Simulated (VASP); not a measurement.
Wanted: the native input for a VASP 6.6.1 run.

- Task: single point
- Functional: PBE
- Potentials or basis: VASP PAW PBE potentials, release 64 (Ta_pv, As, Au, O)
- Cutoff: 520 eV
- k mesh: 3 × 3 × 2
- Occupations: fermi-dirac, width 0.05 eV
- Spin: no spin polarisation
- Dipole correction: no
- Further INCAR settings: LREAL = Auto; ALGO = Normal; EDIFF = 1e-06; NBANDS = 84

The structure of Ta3AsAu2O13 lies in POSCAR:

```
Ta3AsAu2O13
1.0
    5.4520400000      0.0000000000      0.0000000000
   -2.7260200000      4.7216100000      0.0000000000
    0.0000000000      0.0000000000      9.5790200000
Ta As Au O
3 1 2 13
Direct
    0.0000000000      0.0000000000      0.1940800000
    0.0000000000      0.0000000000      0.8059200000
    0.6666700000      0.3333300000      0.0000000000
    0.0000000000      0.0000000000      0.5000000000
    0.3333300000      0.6666700000      0.2742800000
    0.3333300000      0.6666700000      0.7257200000
    0.0000000000      0.0000000000      0.0000000000
    0.2394700000      0.9712900000      0.3640200000
    0.0287100000      0.2681800000      0.3640200000
    0.7318200000      0.7605300000      0.3640200000
    0.2394700000      0.9712900000      0.6359800000
    0.0287100000      0.2681800000      0.6359800000
    0.7318200000      0.7605300000      0.6359800000
    0.3845200000      0.3342500000      0.8584400000
    0.6657500000      0.0502600000      0.8584400000
    0.9497400000      0.6154800000      0.8584400000
    0.3845200000      0.3342500000      0.1415600000
    0.6657500000      0.0502600000      0.1415600000
    0.9497400000      0.6154800000      0.1415600000
```

These files were run (other wordings do the same):

INCAR

```
PREC     = Accurate       # precision mode
ENCUT    = 520            # plane-wave cutoff, eV
EDIFF    = 1E-6           # SCF threshold, eV
ISMEAR   = -1             # smearing method
SIGMA    = 0.05           # smearing width, eV
LREAL    = Auto         
LASPH    = T              # aspherical terms in the spheres
NELM     = 60             # most SCF steps
ALGO     = Normal         # electronic algorithm
ISIF     = 2              # what is computed and relaxed
LWAVE    = F              # write WAVECAR
LCHARG   = T              # write CHGCAR
GGA      = PE             # functional
LELF     = T              # ELF
LVHAR    = T            
NBANDS   = 84             # bands
```

KPOINTS

```
Automatic mesh
0
Gamma
  3 3 2
```

Potentials or basis: VASP PAW PBE potentials, release 64 (Ta_pv, As, Au, O).

The run is started by

```bash
$ cat potpaw_PBE.64/Ta_pv/POTCAR potpaw_PBE.64/As/POTCAR potpaw_PBE.64/Au/POTCAR potpaw_PBE.64/O/POTCAR > POTCAR
$ mpirun -np 1 vasp_std > vasp.out
```

It gave:

| Property | Result |
| --- | --- |
| Pressure | 0.4 GPa |
| Largest force | 0.274 eV/Å |
| Band gap on the k mesh | zero (bands 69 and 70 overlap by 0.03 eV) |

Caveat: the k points lie up to 0.44 Å⁻¹ apart; spin-orbit coupling is left out, which moves the levels of the heavy elements.

Run time: 6.5 min on 1 thread of Intel(R) Xeon(R) Platinum 8488C (Sapphire Rapids) (shared host), peak memory 0.43 GiB.
